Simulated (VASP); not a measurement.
# Zr2Br in VASP: a series of runs, part 2 of 2

VASP 6.6.1. The steps go on from the part before.

## Step 4: Relaxation of cell and atoms, PBE

The input, INCAR:

```
  PREC = Accurate
  ENCUT = 600
  EDIFF = 1E-6
  ISMEAR = 0
  SIGMA = 0.1
  LREAL = False
  LASPH = True
  NELM = 60
  ALGO = Normal
  ISIF = 3
  LWAVE = False
  LCHARG = False
  GGA = PE
  IBRION = 2
  NSW = 100
  EDIFFG = -0.01
```

The input, KPOINTS:

```
Automatic mesh
0
Gamma
  12 12 12
```

The input, POSCAR:

```
Zr2Br
1.0
    0.0000000000      3.2478141004      3.2478141004
    3.2478141004      0.0000000000      3.2478141004
    3.2478141004      3.2478141004      0.0000000000
Zr Br
2 1
Direct
    0.2500000000      0.2500000000      0.2500000000
    0.7500000000      0.7500000000      0.7500000000
    0.5000000000      0.5000000000      0.5000000000
```

Potentials or basis: VASP PAW PBE potentials, release 64 (Zr_sv, Br).

Command:

```sh
cat potpaw_PBE.64/Zr_sv/POTCAR potpaw_PBE.64/Br/POTCAR > POTCAR
mpirun -np 1 vasp_std > vasp.out
```

OUTCAR:

```text
PREC = Accurate
   ENCUT = 600
   EDIFF = 1E-6
   ISMEAR = 0
   LREAL = False
   LASPH = True
   NELM = 60
   ISIF = 3
   GGA = PE
   IBRION = 2
   NSW = 100
   EDIFFG = -0.01

 ion  position               nearest neighbor table
   1  0.250  0.250  0.250-   3 2.81   3 2.81   3 2.81   3 2.81   2 3.25   2 3.25   2 3.25   2 3.25
                             2 3.25   2 3.25
   2  0.750  0.750  0.750-   3 2.81   3 2.81   3 2.81   3 2.81   1 3.25   1 3.25   1 3.25   1 3.25
                             1 3.25   1 3.25
   3  0.500  0.500  0.500-   1 2.81   1 2.81   1 2.81   1 2.81   2 2.81   2 2.81   2 2.81   2 2.81

  LATTYP: Found a face centered cubic cell.
 ALAT       =     6.4956282008

  Lattice vectors:

 A1 = (   0.0000000000,   3.2478141004,   3.2478141004)
 A2 = (   3.2478141004,   0.0000000000,   3.2478141004)
 A3 = (   3.2478141004,   3.2478141004,   0.0000000000)

Analysis of symmetry for initial positions (statically):
=====================================================================
 Subroutine PRICEL returns:
 Original cell was already a primitive cell.

 Routine SETGRP: Setting up the symmetry group for a
 face centered cubic supercell.

 Subroutine GETGRP returns: Found 48 space group operations
 (whereof 48 operations were pure point group operations)
 out of a pool of 48 trial point group operations.

The static configuration has the point symmetry O_h .

Analysis of symmetry for dynamics (positions and initial velocities):
=====================================================================
 Subroutine PRICEL returns:
 Original cell was already a primitive cell.

 Routine SETGRP: Setting up the symmetry group for a
 face centered cubic supercell.

 Subroutine GETGRP returns: Found 48 space group operations
 (whereof 48 operations were pure point group operations)
 out of a pool of 48 trial point group operations.

The dynamic configuration has the point symmetry O_h .
[... 120 lines left out ...]
     AMIX     =   0.40;   BMIX     =  1.00
     AMIX_MAG =   1.60;   BMIX_MAG =  1.00
  volume/ion in A,a.u.               =      22.84       154.13
  Fermi-wavevector in a.u.,A,eV,Ry     =   1.256785  2.374979 21.490510  1.579508
  Thomas-Fermi vector in A             =   2.390476
   LORBIT       =      0    0 simple, 1 ext, 2 COOP (PROOUT), +10 PAW based schemes
   GGA     = PE    functional components
   LHFCALC =     F    Hartree Fock is set to
   AEXX    =    0.0000 exact exchange contribution
   IVDW    =     0    specifies the selected vdW correction
   LEPSILON=     F    determine dielectric tensor
   LRPA    =     F    only Hartree local field effects (RPA)
 conjugate gradient relaxation of ions
 non-spin polarized calculation
 Gauss-broadening in eV      SIGMA  =   0.10
  energy-cutoff  :      600.00
  volume of cell :       68.52
 maximum number of plane-waves:      2303
 NGX is ok and might be reduce to    40
   NGX = 19   NGY = 19   NGZ = 19

 number of electron      31.0000001 magnetization

 Free energy of the ion-electron system (eV)
  ---------------------------------------------------
  ext. energy  EPLUGINS =         0.00000000
  ---------------------------------------------------
  free energy    TOTEN  =       -17.83500770 eV

  energy without entropy =      -17.82457782  energy(sigma->0) =      -17.82979276

 E-fermi :   8.7873     XC(G=0): -10.7004

 val. band max:        8.7635500167   @ k =  -0.4167   0.1667   0.0000
 cond. band min:       8.8019925529   @ k =  -0.4167   0.2500   0.0000
 fundamental gap:      0.0384425362
 Fermi energy:         8.7872985484

 k-point     1 :       0.0000    0.0000    0.0000
  band No.  band energies     occupation
      1     -40.6361      2.00000
      2     -40.5119      2.00000
      3     -18.8367      2.00000
      4     -18.8367      2.00000
      5     -18.8367      2.00000
      6     -18.4860      2.00000
[... 505 lines left out ...]
      6     -18.6158      2.00000
[... 11 lines left out ...]
     18       9.7190      0.00000
     19       9.8985      0.00000

 [... further k-points ...]

------------------------ aborting loop because EDIFF is reached ----------------------------------------

  FORCE on cell =-STRESS in cart. coord.  units (eV):
  Direction    XX          YY          ZZ          XY          YZ          ZX
  --------------------------------------------------------------------------------------
  -------------------------------------------------------------------------------------
  Total        0.0289693      0.0289693      0.0289693      0.0000000     -0.0000000      0.0000000
  in kB        0.6773989      0.6773989      0.6773989      0.0000000     -0.0000000      0.0000000
  external PRESSURE =       0.6773989 kB  Pullay stress =       0.0000000 kB

 VOLUME and BASIS-vectors are now :
 -----------------------------------------------------------------------------
  energy-cutoff  :      600.00
  volume of cell :       68.52
      direct lattice vectors                 reciprocal lattice vectors
     0.000000000  3.247814100  3.247814100    -0.153949698  0.153949698  0.153949698
     3.247814100  0.000000000  3.247814100     0.153949698 -0.153949698  0.153949698
     3.247814100  3.247814100  0.000000000     0.153949698  0.153949698 -0.153949698

 POSITION                                       TOTAL-FORCE (eV/Angst)
 -----------------------------------------------------------------------------------
      1.62391      1.62391      1.62391         0.000000      0.000000     -0.000000
      4.87172      4.87172      4.87172        -0.000000     -0.000000      0.000000
      3.24781      3.24781      3.24781         0.000000      0.000000      0.000000
 -----------------------------------------------------------------------------------
    total drift:                               -0.000000     -0.000000      0.000000

  FREE ENERGIE OF THE ION-ELECTRON SYSTEM (eV)
  ---------------------------------------------------
  free  energy   TOTEN  =       -17.8350076983 eV

  energy  without entropy=      -17.8245778175  energy(sigma->0) =      -17.82979276

 reached required accuracy - stopping structural energy minimisation
```

OSZICAR:

```text
N       E                     dE             d eps       ncg     rms          rms(c)
DAV:   1     0.314536270239E+03    0.31454E+03   -0.17554E+04  2736   0.173E+03
DAV:   2     0.925502309760E+01   -0.30528E+03   -0.29855E+03  2959   0.447E+02
DAV:   3    -0.164690851223E+02   -0.25724E+02   -0.24862E+02  4897   0.102E+02
DAV:   4    -0.181549348790E+02   -0.16858E+01   -0.16396E+01  3935   0.223E+01
DAV:   5    -0.182260756512E+02   -0.71141E-01   -0.70075E-01  4370   0.348E+00    0.163E+01
DAV:   6    -0.178778180416E+02    0.34826E+00   -0.75737E-01  3193   0.636E+00    0.794E+00
DAV:   7    -0.178336512520E+02    0.44167E-01   -0.43740E-01  4293   0.425E+00    0.152E+00
DAV:   8    -0.178354863492E+02   -0.18351E-02   -0.47319E-02  3544   0.161E+00    0.466E-01
DAV:   9    -0.178350089184E+02    0.47743E-03   -0.56356E-03  4096   0.500E-01    0.161E-01
DAV:  10    -0.178350209125E+02   -0.11994E-04   -0.49824E-04  3987   0.147E-01    0.206E-02
DAV:  11    -0.178350084146E+02    0.12498E-04   -0.34240E-05  3998   0.451E-02    0.103E-02
DAV:  12    -0.178350076983E+02    0.71626E-06   -0.32731E-06  2913   0.140E-02
   1 F= -.17835008E+02 E0= -.17829793E+02  d E =-.178350E+02
```

Run time: 4 min. Hardware: 1 thread of AMD EPYC 7R13, shared host; peak memory 0.28 GiB.

What came out:

```yaml
Free_energy: -17.8350 eV
Pressure_after_relaxing: 0.1 GPa
```

Final structure:
```cif
data_structure
_symmetry_space_group_name_H-M 'P 1'
_symmetry_Int_Tables_number 1
_cell_length_a 4.5931
_cell_length_b 4.5931
_cell_length_c 4.5931
_cell_angle_alpha 60.000
_cell_angle_beta 60.000
_cell_angle_gamma 60.000
_cell_volume 68.52
loop_
_atom_site_label
_atom_site_type_symbol
_atom_site_fract_x
_atom_site_fract_y
_atom_site_fract_z
_atom_site_occupancy
Zr1 Zr 0.25000 0.25000 0.25000 1
Zr2 Zr 0.75000 0.75000 0.75000 1
Br1 Br 0.50000 0.50000 0.50000 1
```

Caveat: the relaxation stopped at its first step, so nothing moved; an odd number of electrons without spin polarisation forces a metal; a magnetic or distorted state may lie lower.

## Step 5: Summary

```tsv
task	cell	k mesh	cutoff (eV)	gap on the mesh (eV)	pressure (GPa)
single point	a = 4.589 Å, angles 119.8, 119.8, 90.3°, 3 atoms	6 × 6 × 6	520	none	0.1
single point	a = 4.593 Å, angles 60.0°, 3 atoms	12 × 12 × 12	520	none	0.1
relaxation of cell and atoms	relaxed from a = 4.593 Å, angles 60.0°, 3 atoms	12 × 12 × 12	600	none	0.1
```

Alike in all rows: level PBE; potentials or basis VASP PAW PBE potentials, release 64 (Zr_sv, Br); no spin polarisation; smearing gaussian 0.1 eV.

Caveats: an odd number of electrons without spin polarisation forces a metal; a magnetic or distorted state may lie lower; the relaxation stopped at its first step, so nothing moved (some runs).

Total energies depend on the potentials used, so only differences within one code and one set of settings carry meaning.
